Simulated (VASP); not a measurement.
Set up this calculation in VASP 6.6.1, as the native input.

```
Task                   : single point
Functional             : PBE
Potentials or basis    : VASP PAW PBE potentials, release 64 (O, Cu, H)
Cutoff                 : 520 eV
k mesh                 : 10 × 10 × 1
Occupations            : gaussian, width 0.1 eV
Spin                   : no spin polarisation
Dipole correction      : yes
Further INCAR settings : ALGO = Fast; EDIFF = 1e-06; NBANDS = 48
```

The structure of Cu4HO5 lies in POSCAR:

```
Cu4HO5
1.0
    2.9487032640      0.0000000000      0.0000000000
   -0.0081921837      2.9486918841      0.0000000000
    0.0000000000      0.0000000000     29.3025242337
O Cu H
5 4 1
Direct
    0.5000000000      0.5000000000      0.2900773985
    0.5000000000      0.5000000000      0.3779753229
    0.5000000000      0.5000000000      0.4659080882
    0.5000000000      0.5000000000      0.5529541529
    0.5000000000      0.5000000000      0.6391818067
    0.5000000000      0.0000000000      0.3340263607
    0.0000000000      0.5000000000      0.4219242850
    0.5000000000      0.0000000000      0.5096258448
    0.0000000000      0.5000000000      0.5997221942
    0.0000000000      1.0000000000      0.6287845196
```

One way to write it, as run:

INCAR

```
PREC     = Accurate       # precision mode
ENCUT    = 520            # plane-wave cutoff, eV
EDIFF    = 1E-6           # SCF threshold, eV
ISMEAR   = 0              # smearing method
SIGMA    = 0.1            # smearing width, eV
LREAL    = F              # projectors in reciprocal space
LASPH    = T              # aspherical terms in the spheres
NELM     = 100            # most SCF steps
ALGO     = Fast           # electronic algorithm
ISIF     = 2              # what is computed and relaxed
LWAVE    = F              # write WAVECAR
LCHARG   = T              # write CHGCAR
LDIPOL   = T            
IDIPOL   = 3            
DIPOL    = 0.5 0.5 0.482
GGA      = PE             # functional
LELF     = T              # ELF
LVHAR    = T            
LVACPOTAV= T            
NBANDS   = 48             # bands
```

KPOINTS

```
regular mesh
0
Gamma
  10 10 1
```

Potentials or basis: VASP PAW PBE potentials, release 64 (O, Cu, H).

The run is started by

```console
$ cat potpaw_PBE.64/O/POTCAR potpaw_PBE.64/Cu/POTCAR potpaw_PBE.64/H/POTCAR > POTCAR
$ mpirun -np 1 vasp_std > vasp.out
```

It gave:

```
Largest force          : 2.108 eV/Å
Band gap on the k mesh : zero (an odd number of electrons rules out a gap without spin polarisation)
```

Caveat: an odd number of electrons without spin polarisation forces a metal; a magnetic or distorted state may lie lower; semilocal functionals often make such compounds metallic where correlation or magnetic order opens a gap, which also shifts bond lengths.

Run time: 46 min on 1 thread of Oxide Virtual Turin-like Processor, with other jobs on the host, peak memory 0.65 GiB.
